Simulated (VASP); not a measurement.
# Ga2P (P4/nmm) in VASP: notebook

Runs on Ga2P. Level: PBE. Tasks: single point, relaxation of cell and atoms.

Program: VASP 6.6.1. These are calculated values, not measurements. Logs are shortened: lines on timing, memory, paths and dates and some standing lists are left out, and cuts for length are marked.

### 1 The cell of the first run

It takes space group P4/nmm (No. 129, tetragonal). Conventional cell: a = 3.990 Å, b = 3.990 Å, c = 6.088 Å, α = 90.00°, β = 90.00°, γ = 90.00°. Ga (site symmetry -4m2) has 8 Ga at 2.58 to 2.82 Å and 4 P at 2.70 Å within 3.4 Å. Within 3.5 Å of Ga (site symmetry 4mm) lie 4 Ga at 2.58 Å and 6 P at 2.62 to 3.47 Å. P (site symmetry 4mm) has 10 Ga at 2.62 to 3.47 Å within 3.5 Å.

### 2 Single point, PBE

The input, INCAR:

```
PREC = Accurate
ENCUT = 500
EDIFF = 1E-6
ISMEAR = 0
SIGMA = 0.1
LREAL = False
LASPH = True
NELM = 120
ALGO = Normal
ISIF = 2
LWAVE = False
LCHARG = True
GGA = PE
LELF = True
LVHAR = True
NBANDS = 40
GGA_COMPAT = False
```

The input, KPOINTS:

```
Automatic mesh
0
Gamma
  4 4 4
```

The input, POSCAR:

```
Ga2P
1.0
    3.9898914256      0.0000000000      0.0000000000
    0.0000000000      3.9898914256      0.0000000000
    0.0000000000      0.0000000000      6.0877827339
Ga P
4 2
Direct
    0.0000000000      0.0000000000      0.0000000000
    0.5000000000      0.5000000000      0.0000000000
    0.0000000000      0.5000000000      0.2700000000
    0.5000000000      0.0000000000      0.7300000000
    0.0000000000      0.5000000000      0.7000000000
    0.5000000000      0.0000000000      0.3000000000
```

Potentials or basis: VASP PAW PBE potentials, release 64 (Ga_d, P).

Started as:

```sh
$ cat potpaw_PBE.64/Ga_d/POTCAR potpaw_PBE.64/P/POTCAR > POTCAR
$ mpirun -np 1 vasp_std > vasp.out
```

OUTCAR:

```text
PREC = Accurate
   ENCUT = 500
   EDIFF = 1E-6
   ISMEAR = 0
   LREAL = False
   LASPH = True
   NELM = 120
   ISIF = 2
   GGA = PE

 ion  position               nearest neighbor table
   1  0.000  0.000  0.000-   3 2.58   4 2.58   3 2.58   4 2.58   5 2.70   5 2.70   6 2.70   6 2.70
                             2 2.82   2 2.82   2 2.82   2 2.82
   2  0.500  0.500  0.000-   3 2.58   4 2.58   4 2.58   3 2.58   5 2.70   6 2.70   6 2.70   5 2.70
                             1 2.82   1 2.82   1 2.82   1 2.82
   3  0.000  0.500  0.270-   1 2.58   2 2.58   1 2.58   2 2.58   5 2.62   6 2.83   6 2.83   6 2.83
                             6 2.83
   4  0.500  0.000  0.730-   1 2.58   2 2.58   2 2.58   1 2.58   6 2.62   5 2.83   5 2.83   5 2.83
                             5 2.83
   5  0.000  0.500  0.700-   3 2.62   2 2.70   1 2.70   1 2.70   2 2.70   4 2.83   4 2.83   4 2.83
                             4 2.83
   6  0.500  0.000  0.300-   4 2.62   2 2.70   1 2.70   2 2.70   1 2.70   3 2.83   3 2.83   3 2.83
                             3 2.83

  LATTYP: Found a simple tetragonal cell.
 ALAT       =     3.9898914256
 C/A-ratio  =     1.5258016032

  Lattice vectors:

 A1 = (   3.9898914256,   0.0000000000,   0.0000000000)
 A2 = (   0.0000000000,   3.9898914256,   0.0000000000)
 A3 = (   0.0000000000,   0.0000000000,   6.0877827339)

Analysis of symmetry for initial positions (statically):
=====================================================================
 Subroutine PRICEL returns:
 Original cell was already a primitive cell.

 Routine SETGRP: Setting up the symmetry group for a
 simple tetragonal supercell.

 Subroutine GETGRP returns: Found 16 space group operations
 (whereof  8 operations were pure point group operations)
 out of a pool of 16 trial point group operations.

The static configuration has the point symmetry D_2d.
 The point group associated with its full space group is D_4h.

Analysis of symmetry for dynamics (positions and initial velocities):
=====================================================================
 Subroutine PRICEL returns:
 Original cell was already a primitive cell.

 Routine SETGRP: Setting up the symmetry group for a
 simple tetragonal supercell.

 Subroutine GETGRP returns: Found 16 space group operations
 (whereof  8 operations were pure point group operations)
 out of a pool of 16 trial point group operations.

The dynamic configuration has the point symmetry D_2d.
 The point group associated with its full space group is D_4h.

 Subroutine INISYM returns: Found 16 space group operations
 (whereof  8 operations are pure point group operations),
 and found     1 'primitive' translations

----------------------------------------------------------------------------------------

                                     Primitive cell

  volume of cell :      96.9128

  direct lattice vectors                    reciprocal lattice vectors
     3.989891426  0.000000000  0.000000000     0.250633387  0.000000000  0.000000000
     0.000000000  3.989891426  0.000000000     0.000000000  0.250633387  0.000000000
     0.000000000  0.000000000  6.087782734     0.000000000  0.000000000  0.164263418

  length of vectors
     3.989891426  3.989891426  6.087782734     0.250633387  0.250633387  0.164263418

  position of ions in fractional coordinates (direct lattice)
     0.000000000  0.000000000  0.000000000
     0.500000000  0.500000000  0.000000000
     0.000000000  0.500000000  0.270000000
     0.500000000  0.000000000  0.730000000
     0.000000000  0.500000000  0.700000000
     0.500000000  0.000000000  0.300000000

  ion indices of the primitive-cell ions
   primitive index   ion index
                 1           1
                 2           2
                 3           3
                 4           4
                 5           5
                 6           6

----------------------------------------------------------------------------------------

 KPOINTS: Automatic mesh

Automatic generation of k-mesh.
 Grid dimensions read from file:
[... 51 lines left out ...]

 val. band max:        7.4490963748   @ k =   0.5000   0.5000   0.5000
 cond. band min:       7.4541406159   @ k =   0.0000   0.0000   0.2500
 fundamental gap:      0.0050442411
 Fermi energy:         7.4538639815

 k-point     1 :       0.0000    0.0000    0.0000
  band No.  band energies     occupation
      1      -8.1769      2.00000
      2      -8.1416      2.00000
      3      -8.0865      2.00000
      4      -8.0865      2.00000
      5      -8.0342      2.00000
      6      -7.8939      2.00000
[... 32 lines left out ...]
     39      12.9977      0.00000
     40      14.2700      0.00000

 k-point     2 :       0.2500    0.0000    0.0000
  band No.  band energies     occupation
      1      -8.1116      2.00000
      2      -8.0855      2.00000
      3      -8.0585      2.00000
      4      -8.0552      2.00000
      5      -7.9807      2.00000
      6      -7.9338      2.00000
[... 32 lines left out ...]
     39      12.0320      0.00000
     40      12.4617      0.00000

 k-point     3 :       0.5000    0.0000    0.0000
  band No.  band energies     occupation
      1      -8.0111      2.00000
      2      -8.0111      2.00000
      3      -7.9715      2.00000
      4      -7.9715      2.00000
      5      -7.9656      2.00000
      6      -7.9656      2.00000
[... 32 lines left out ...]
     39      12.6768      0.00000
     40      12.6768      0.00000

 k-point     4 :       0.2500    0.2500    0.0000
  band No.  band energies     occupation
      1      -8.0994      2.00000
      2      -8.0763      2.00000
      3      -8.0631      2.00000
      4      -7.9991      2.00000
      5      -7.9469      2.00000
      6      -7.9414      2.00000
[... 32 lines left out ...]
     39      13.3297      0.00000
     40      14.2211      0.00000
[... 514 lines left out ...]
     39      13.7673      0.00000
     40      14.2622      0.00000

 k-point    17 :       0.5000    0.2500    0.5000
  band No.  band energies     occupation
      1      -8.0665      2.00000
      2      -8.0665      2.00000
      3      -7.9963      2.00000
      4      -7.9963      2.00000
      5      -7.9518      2.00000
      6      -7.9518      2.00000
[... 32 lines left out ...]
     39      12.9279      0.00000
     40      12.9279      0.00000

 k-point    18 :       0.5000    0.5000    0.5000
  band No.  band energies     occupation
      1      -8.1033      2.00000
      2      -8.1033      2.00000
      3      -8.0294      2.00000
      4      -8.0294      2.00000
      5      -7.9498      2.00000
      6      -7.9498      2.00000
[... 32 lines left out ...]
     39      15.3172      0.00000
     40      15.3172      0.00000

------------------------ aborting loop because EDIFF is reached ----------------------------------------

  FORCE on cell =-STRESS in cart. coord.  units (eV):
  Direction    XX          YY          ZZ          XY          YZ          ZX
  --------------------------------------------------------------------------------------
  -------------------------------------------------------------------------------------
  Total        7.7076677      7.7076677      8.8932096      0.0000000      0.0000000      0.0000000
  in kB      127.4243026    127.4243026    147.0238561      0.0000000      0.0000000      0.0000000
  external PRESSURE =     133.9574871 kB  Pullay stress =       0.0000000 kB

 VOLUME and BASIS-vectors are now :
 -----------------------------------------------------------------------------
  energy-cutoff  :      500.00
  volume of cell :       96.91
      direct lattice vectors                 reciprocal lattice vectors
     3.989891426  0.000000000  0.000000000     0.250633387  0.000000000  0.000000000
     0.000000000  3.989891426  0.000000000     0.000000000  0.250633387  0.000000000
     0.000000000  0.000000000  6.087782734     0.000000000  0.000000000  0.164263418

 POSITION                                       TOTAL-FORCE (eV/Angst)
 -----------------------------------------------------------------------------------
      0.00000      0.00000      0.00000        -0.000000      0.000000      0.000000
      1.99495      1.99495      0.00000         0.000000     -0.000000      0.000000
      0.00000      1.99495      1.64370        -0.000000      0.000000      2.517653
      1.99495      0.00000      4.44408         0.000000      0.000000     -2.517653
      0.00000      1.99495      4.26145        -0.000000      0.000000     -1.402973
      1.99495      0.00000      1.82633        -0.000000      0.000000      1.402973
 -----------------------------------------------------------------------------------
    total drift:                                0.000000      0.000000     -0.000000

  FREE ENERGIE OF THE ION-ELECTRON SYSTEM (eV)
  ---------------------------------------------------
  free  energy   TOTEN  =       -19.9612026652 eV

  energy  without entropy=      -19.9440987781  energy(sigma->0) =      -19.95265072
```

Wall time 36 s (1 thread of Intel Xeon 6975P-C (Granite Rapids), shared host); peak memory 0.21 GiB.

What came out:

| Quantity | Value |
| --- | --- |
| Free energy | -19.9612 eV |
| Pressure | 13.4 GPa |
| Largest force | 2.518 eV/Å |
| Band gap on the k mesh | zero (bands 31 and 32 overlap by 2.62 eV) |

Forces on the atoms (eV/Å):
```
Ga   0.000  0.000  0.000
Ga   0.000  0.000  0.000
Ga   0.000  0.000  2.518
Ga   0.000  0.000 -2.518
P    0.000  0.000 -1.403
P    0.000  0.000  1.403
```

Caveat: the k points lie up to 0.39 Å⁻¹ apart, too coarse for converged energies and pressures of a metal; forces of over 1 eV/Å act on the atoms, so gaps and moduli don't describe the material at rest.

### 3 Single point, PBE

This run uses another cell than the first one, of 18.16 Å³/atom.

The input, INCAR:

```
  PREC = Accurate
  ENCUT = 500
  EDIFF = 1E-6
  ISMEAR = 0
  SIGMA = 0.1
  LREAL = False
  LASPH = True
  NELM = 120
  ALGO = Normal
  ISIF = 2
  LWAVE = False
  LCHARG = False
  GGA = PE
  NBANDS = 40
  GGA_COMPAT = False
```

The input, KPOINTS:

```
Automatic mesh
0
Gamma
  6 6 2
```

The input, POSCAR:

```
Ga2P
1.0
    3.7091625396      0.0000000000      0.0000000000
    0.0000000000      3.7091625396      0.0000000000
    0.0000000000      0.0000000000      7.9205446264
Ga P
4 2
Direct
    0.0000000000      0.0000000000      0.0000000000
    0.5000000000      0.5000000000      0.0000000000
    0.0000000000      0.5000000000      0.3612207275
    0.5000000000      0.0000000000      0.6387792725
    0.0000000000      0.5000000000      0.6812936790
    0.5000000000      0.0000000000      0.3187063210
```

Potentials or basis: VASP PAW PBE potentials, release 64 (Ga_d, P).

Started as:

```sh
$ cat potpaw_PBE.64/Ga_d/POTCAR potpaw_PBE.64/P/POTCAR > POTCAR
$ mpirun -np 1 vasp_std > vasp.out
```

Wall time 36 s (1 thread of Intel Xeon 6975P-C (Granite Rapids), shared host); peak memory 0.23 GiB.

The run converged. Its results:

```
Free energy            : -22.0505 eV
Pressure               : 0.1 GPa
Largest force          : 0.038 eV/Å
Band gap on the k mesh : zero (bands 31 and 32 overlap by 5.97 eV)
```

Forces in eV/Å, atoms in the order of the input:
```
Ga   0.000  0.000  0.000
Ga   0.000  0.000  0.000
Ga   0.000  0.000  0.038
Ga   0.000  0.000 -0.038
P    0.000  0.000 -0.011
P    0.000  0.000  0.011
```

Stress tensor (GPa, compression positive):
```
 0.31  0.00  0.00
 0.00  0.31  0.00
 0.00  0.00 -0.38
```

Levels at points of the mesh, in eV from the Fermi level:
```csv
k point,band 28,band 29,band 30,band 31,band 32,band 33,band 34,band 35
"(0.00, 0.00, 0.00)",-1.72,-0.96,-0.96,-0.17,0.80,0.83,0.83,1.80
"(0.50, 0.00, 0.00)",-1.01,-0.28,-0.28,0.96,0.96,2.28,2.28,3.11
"(0.50, 0.50, 0.00)",-3.98,-3.93,-3.93,-3.56,-3.56,0.82,0.82,3.21
"(0.00, 0.00, 0.50)",-1.44,-1.44,-1.13,0.48,0.86,1.33,1.33,2.98
"(0.50, 0.00, 0.50)",-2.94,-0.24,-0.24,2.41,2.41,2.63,2.63,3.02
"(0.50, 0.50, 0.50)",-5.34,-2.28,-2.28,-2.27,-2.27,-1.19,-1.19,1.52
```

Caveat: the k points lie up to 0.40 Å⁻¹ apart, too coarse for converged energies and pressures of a metal.

### 4 Single point, PBE

This run uses another cell than the first one, of 18.80 Å³/atom.

The input, INCAR:

```
PREC = Accurate
ENCUT = 500
EDIFF = 1E-6
ISMEAR = 0
SIGMA = 0.1
LREAL = F
LASPH = T
NELM = 120
ALGO = Normal
ISIF = 2
LWAVE = F
LCHARG = T
GGA = PE
LELF = T
LVHAR = T
NBANDS = 40
GGA_COMPAT = F
```

KPOINTS is that of step 3.

The input, POSCAR:

```
Ga2P
1.0
    3.6516953523      0.0000000000      0.0000000000
    0.0000000000      3.6516953523      0.0000000000
    0.0000000000      0.0000000000      8.4569905007
Ga P
4 2
Direct
    0.0000000000      0.5000000000      0.9569872191
    0.5000000000      0.0000000000      0.0430127809
    0.0000000000      0.5000000000      0.3594545941
    0.5000000000      0.0000000000      0.6405454059
    0.0000000000      0.5000000000      0.6694982180
    0.5000000000      0.0000000000      0.3305017820
```

Started as:

```sh
$ cat potpaw_PBE.64/Ga_d/POTCAR potpaw_PBE.64/P/POTCAR > POTCAR
$ mpirun -np 1 vasp_std > vasp.out
```

Wall time 41 s (1 thread of Intel Xeon 6975P-C (Granite Rapids), shared host); peak memory 0.24 GiB.

Results (log left out):

- Free energy: -22.7047 eV
- Pressure: 0.0 GPa
- Largest force: 0.049 eV/Å
- Band gap on the k mesh: zero (bands 31 and 32 overlap by 4.89 eV)

Forces on the atoms (eV/Å):
```
Ga   0.000  0.000 -0.049
Ga   0.000  0.000  0.049
Ga   0.000  0.000 -0.017
Ga   0.000  0.000  0.017
P    0.000  0.000  0.048
P    0.000  0.000 -0.048
```

Stress tensor (GPa, compression positive):
```
 0.05  0.00  0.00
 0.00  0.05  0.00
 0.00  0.00 -0.07
```

Levels at points of the mesh, in eV from the Fermi level:
```tsv
k point	band 29	band 30	band 31	band 32	band 33	band 34
(0.00, 0.00, 0.00)	-1.26	-1.26	-0.52	1.31	1.31	1.50
(0.50, 0.00, 0.00)	-0.35	-0.35	0.55	0.55	2.45	2.45
(0.50, 0.50, 0.00)	-4.14	-4.14	-2.62	-2.62	-0.15	-0.15
(0.00, 0.00, 0.50)	-1.46	-1.00	-0.98	0.94	1.60	1.60
(0.50, 0.00, 0.50)	-0.34	-0.34	2.27	2.27	2.91	2.91
(0.50, 0.50, 0.50)	-3.27	-3.27	-2.13	-2.13	-1.85	-1.85
```

Caveat: the k points lie up to 0.37 Å⁻¹ apart, too coarse for converged energies and pressures of a metal.

### 5 Relaxation of cell and atoms, PBE

This run uses another cell than the first one, of 18.06 Å³/atom.

The input, INCAR:

```
PREC     = Accurate       # precision mode
ENCUT    = 500            # plane-wave cutoff, eV
EDIFF    = 1E-7           # SCF threshold, eV
ISMEAR   = 0              # smearing method
SIGMA    = 0.1            # smearing width, eV
LREAL    = F              # projectors in reciprocal space
LASPH    = T              # aspherical terms in the spheres
NELM     = 120            # most SCF steps
ALGO     = Normal         # electronic algorithm
ISIF     = 3              # what is computed and relaxed
LWAVE    = F              # write WAVECAR
LCHARG   = F              # write CHGCAR
GGA      = PE             # functional
IBRION   = 2              # ionic algorithm
NSW      = 90             # ionic steps
EDIFFG   = -0.04          # ionic threshold
GGA_COMPAT= F            
NELMIN   = 4
```

The input, KPOINTS:

```
regular mesh
0
Gamma
  6 6 2
```

The input, POSCAR:

```
Ga2P
1.0
    3.6976784184      0.0000000000      0.0000000000
    0.0000000000      3.6976784184      0.0000000000
    0.0000000000      0.0000000000      7.9269882340
Ga P
4 2
Direct
    0.0000000000      0.0000000000      0.0000000000
    0.5000000000      0.5000000000      0.0000000000
    0.0000000000      0.5000000000      0.3590403310
    0.5000000000      0.0000000000      0.6409596690
    0.0000000000      0.5000000000      0.6808638536
    0.5000000000      0.0000000000      0.3191361464
```

Started as:

```sh
$ cat potpaw_PBE.64/Ga_d/POTCAR potpaw_PBE.64/P/POTCAR > POTCAR
$ mpirun -np 1 vasp_std > vasp.out
```

Wall time 1.9 min (1 thread of Intel Xeon 6975P-C (Granite Rapids), shared host); peak memory 0.23 GiB.

The run converged. Its results:

| Quantity | Value |
| --- | --- |
| Free energy | -22.0508 eV |
| Relaxed volume | 18.17 Å³/atom |
| Relaxed cell | a = 3.718 Å, b = 3.718 Å, c = 7.888 Å, α = 90.00°, β = 90.00°, γ = 90.00° |
| Space group after relaxing (to 0.1 Å) | P4/nmm (No. 129) |
| Energy gained by relaxing | 0.9 meV/atom |
| Ionic steps | 4 |
| Pressure after relaxing | 0.0 GPa |
| Largest force after relaxing | 0.040 eV/Å |
| Band gap on the k mesh | zero (bands 31 and 32 overlap by 5.92 eV) |

Forces in eV/Å, atoms in the order of the input:
```
Ga   0.000  0.000  0.000
Ga   0.000  0.000  0.000
Ga   0.000  0.000  0.040
Ga   0.000  0.000 -0.040
P    0.000  0.000  0.024
P    0.000  0.000 -0.024
```

Stress tensor (GPa, compression positive):
```
-0.01  0.00  0.00
 0.00 -0.01  0.00
 0.00  0.00  0.09
```

Step by step:
| step | energy change (eV) | largest force (eV/Å) | pressure (GPa) | volume (Å³) |
| --- | --- | --- | --- | --- |
| 1 | 0.0000 | 0.1151 | 0.43 | 108.38 |
| 2 | -0.0050 | 0.0738 | -0.09 | 109.14 |
| 3 | -0.0051 | 0.0659 | -0.17 | 109.29 |
| 4 | -0.0057 | 0.0398 | 0.02 | 109.02 |

Final structure:
```xyz
6
Lattice="3.7177 0.0000 0.0000 0.0000 3.7177 0.0000 0.0000 0.0000 7.8880" Properties=species:S:1:pos:R:3 pbc="T T T"
Ga    0.0000    3.7177    0.0000
Ga    1.8589    1.8589    0.0000
Ga    3.7177    1.8589    2.8425
Ga    1.8589    0.0000    5.0455
P     0.0000    1.8589    5.3692
P     1.8589    0.0000    2.5188
```

Levels at points of the mesh, in eV from the Fermi level:
| k point | band 29 | band 30 | band 31 | band 32 | band 33 | band 34 |
| --- | --- | --- | --- | --- | --- | --- |
| (0.00, 0.00, 0.00) | -0.96 | -0.96 | -0.21 | 0.74 | 0.82 | 0.82 |
| (0.50, 0.00, 0.00) | -0.31 | -0.31 | 0.99 | 0.99 | 2.23 | 2.23 |
| (0.50, 0.50, 0.00) | -3.94 | -3.94 | -3.56 | -3.56 | 0.86 | 0.86 |
| (0.00, 0.00, 0.50) | -1.46 | -1.18 | 0.51 | 0.80 | 1.34 | 1.34 |
| (0.50, 0.00, 0.50) | -0.27 | -0.27 | 2.36 | 2.36 | 2.58 | 2.58 |
| (0.50, 0.50, 0.50) | -2.24 | -2.24 | -2.24 | -2.24 | -1.20 | -1.20 |

Caveat: the k points lie up to 0.40 Å⁻¹ apart in the final cell, too coarse for converged energies and pressures of a metal.

### 6 Overview

| task | cell | k mesh | gap on the mesh (eV) | pressure (GPa) | largest force (eV/Å) |
| --- | --- | --- | --- | --- | --- |
| single point | a = 3.990, b = 3.990, c = 6.088 Å, 6 atoms, atomic positions A | 4 × 4 × 4 | none | 13.4 | 2.52 |
| single point | a = 3.709, b = 3.709, c = 7.921 Å, 6 atoms, atomic positions B | 6 × 6 × 2 | none | 0.1 | 0.04 |
| single point | a = 3.652, b = 3.652, c = 8.457 Å, 6 atoms, atomic positions C | 6 × 6 × 2 | none | 0.0 | 0.05 |
| relaxation of cell and atoms | relaxed from a = 3.698, b = 3.698, c = 7.927 Å, 6 atoms, atomic positions D | 6 × 6 × 2 | none | 0.0 | 0.04 |

Alike in all rows: level PBE; potentials or basis VASP PAW PBE potentials, release 64 (Ga_d, P); no spin polarisation; cutoff (eV) 500; smearing gaussian 0.1 eV.

Caveats: all runs use coarse meshes; forces of over 1 eV/Å act on the atoms, so gaps and moduli don't describe the material at rest (at least some runs).

Absolute energies hang on the potentials; compare differences alone.
